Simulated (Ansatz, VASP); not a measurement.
# MnF2 in VASP and in Ansatz

The input INCAR:

```
PREC = Accurate
ENCUT = 520
EDIFF = 1E-6
ISMEAR = 0
SIGMA = 0.05
LREAL = F
LASPH = T
NELM = 150
ALGO = Normal
ISIF = 2
LWAVE = F
LCHARG = F
ISPIN = 2
MAGMOM = 5 -5 0 0 0 0
LORBIT = 11
LMAXMIX = 4
LDAU = T
LDAUTYPE = 2
LDAUL = 2 -1
LDAUU = 3.9 0
LDAUJ = 0 0
LDAUPRINT = 1
GGA = PE
NBANDS = 40
```

KPOINTS

```
Automatic mesh
0
Gamma
  3 3 4
```

Contents of POSCAR:

```
MnF2
1.0
    4.9840532852      0.0000000000      0.0000000000
    0.0000000000      4.9840532852      0.0000000000
    0.0000000000      0.0000000000      3.3653698027
Mn F
2 4
Direct
    0.0000000000      0.0000000000      0.0000000000
    0.5000000000      0.5000000000      0.5000000000
    0.3053591869      0.3053591869      0.0000000000
    0.1946408131      0.8053591869      0.5000000000
    0.6946408131      0.6946408131      0.0000000000
    0.8053591869      0.1946408131      0.5000000000
```

Input for Ansatz:

```yaml
crystal:
  lattice:
    - [4.9840532852, 0.0, 0.0]
    - [0.0, 4.9840532852, 0.0]
    - [0.0, 0.0, 3.3653698027]
  atoms:
    - { symbol: Mn, position: [0.0, 0.0, 0.0], spin: 5.0 }
    - { symbol: Mn, position: [0.5, 0.5, 0.5], spin: -5.0 }
    - { symbol: F, position: [0.3053591869, 0.3053591869, 0.0] }
    - { symbol: F, position: [0.1946408131, 0.8053591869, 0.5] }
    - { symbol: F, position: [0.6946408131, 0.6946408131, 0.0] }
    - { symbol: F, position: [0.8053591869, 0.1946408131, 0.5] }
basis:
  ecutwfc: 420
  ecutrho_ratio: 4
kpoints:
  mp_grid: { grid: [3, 3, 4] }
hamiltonian:
  xc: pbe
  hubbard: { sites: [{ species: Mn, l: d, u_eff: 3.9 }] }
scf:
  occupations: { method: gaussian, width: 0.05 }
output:
  forces: true
  stress: true
  eigenvalues: true
  populations: true
  hubbard: { sites: [{ species: Mn, l: d }] }
magnetization:
  spin_polarized: true
```

Alike in both runs: task single point; functional PBE; k mesh 3 × 3 × 4; occupations gaussian, width 0.05 eV; collinear spin; Hubbard terms Mn d U = 3.9 eV.

|  | VASP | Ansatz |
| --- | --- | --- |
| version | VASP 6.6.1 | Ansatz 0.2.0 |
| potentials or method | VASP PAW PBE potentials, release 64 (Mn_pv, F), cutoff 520 eV | scalar-relativistic, plane waves, PAW |
| valence electrons in the cell | 54 | 58 |

Ansatz gave:

- gap on the k mesh at the Fermi level (eV): 3.64
- least direct gap on the mesh (eV): 3.66
- pressure (GPa): -0.3
- traceless stress, the component that is largest in VASP (GPa): -0.08
- rms of the force components (eV/Å): 0.005
- net moment per atom (μB): 0.00
- size of the moment on the site where the two differ most (μB): 4.28

Which values does VASP return?

gap on the k mesh at the Fermi level (eV): 3.56; least direct gap on the mesh (eV): 3.58; pressure (GPa): -1.2; traceless stress, the component that is largest in VASP (GPa): -0.22; rms of the force components (eV/Å): 0.005; net moment per atom (μB): 0.00; size of the moment on the site where the two differ most (μB): 4.68.

Site moments also hang on the region over which each program counts them. The programs project onto different local orbitals, so the same U acts differently, and such runs can settle in different states. Atom by atom the forces differ by 0.000 eV/Å (rms over components). VASP's potentials hold 54 valence electrons a cell and Ansatz's 58, so a difference there can come from the potentials and not from the codes.

The k mesh is coarse, so the values compare programs but aren't converged.
